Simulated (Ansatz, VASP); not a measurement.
# Two plane-wave programs on Ba2Be

```xyz
6
Lattice="6.9662 0.0000 0.0000 0.0000 6.9662 0.0000 0.0000 0.0000 6.9662" Properties=species:S:1:pos:R:3 pbc="T T T"
Ba    1.7416    1.7416    5.2247
Ba    5.2247    1.7416    1.7416
Ba    1.7416    5.2247    1.7416
Ba    5.2247    5.2247    5.2247
Be    3.4831    3.4831    3.4831
Be    0.0000    0.0000    0.0000
```

Change from the starting cell: species swapped into the Cu2O type (Pn-3m, No. 224).

Alike in both runs: functional PBE; k mesh 6 × 6 × 6; occupations gaussian, width 0.1 eV; no spin polarisation.

Ansatz relaxed the structure, and its values are those at the end. VASP's run is a single point on that final structure, the one shown.

|  | VASP | Ansatz |
| --- | --- | --- |
| version | VASP 6.6.1 | Ansatz 0.2.0 |
| potentials or method | VASP PAW PBE potentials, release 64 (Ba_sv, Be), cutoff 520 eV | scalar-relativistic, plane waves, PAW |
| valence electrons in the cell | 44 | 44 |

```tsv
	VASP	Ansatz	Ansatz less VASP
gap on the k mesh at the Fermi level (eV)	none	none	-
pressure (GPa)	0.1	0.0	-0.08
```

A gap of «none» marks a metal or a gap that the smearing closes.

Neither program's run includes spin-orbit coupling.
